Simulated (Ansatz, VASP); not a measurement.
## One calculation of BaZrO3, two programs

```
Ba Zr O
1.0
     4.20534    0.00000    0.00000
     0.00000    4.20534    0.00000
     0.00000    0.00000    4.20538
Ba Zr O
1 1 3
Cartesian
  2.1027 2.1027 2.4056
  0.0000 0.0000 0.3028
  0.0000 2.1027 0.3028
  2.1027 0.0000 0.3028
  0.0000 0.0000 2.4054
```

Alike in both runs: task single point; functional r2SCAN; k mesh 6 × 6 × 6; no spin polarisation.

```csv
,VASP,Ansatz
version,VASP 6.6.1,Ansatz 0.2.0
potentials or method,"VASP PAW PBE potentials, release 64 (Ba_sv, Zr_sv, O)","plane waves, PAW"
plane-wave cutoff (eV),520,500
occupations,"gaussian, width 0.01 eV",fixed
valence electrons in the cell,40,40
```

```csv
,VASP,Ansatz,Ansatz less VASP
gap on the k mesh at the Fermi level (eV),3.68,3.73,+0.053
pressure (GPa),1.0,0.0,-1.03
```

VASP's potentials were made for PBE, not for r2SCAN.

Spin-orbit coupling is off throughout.
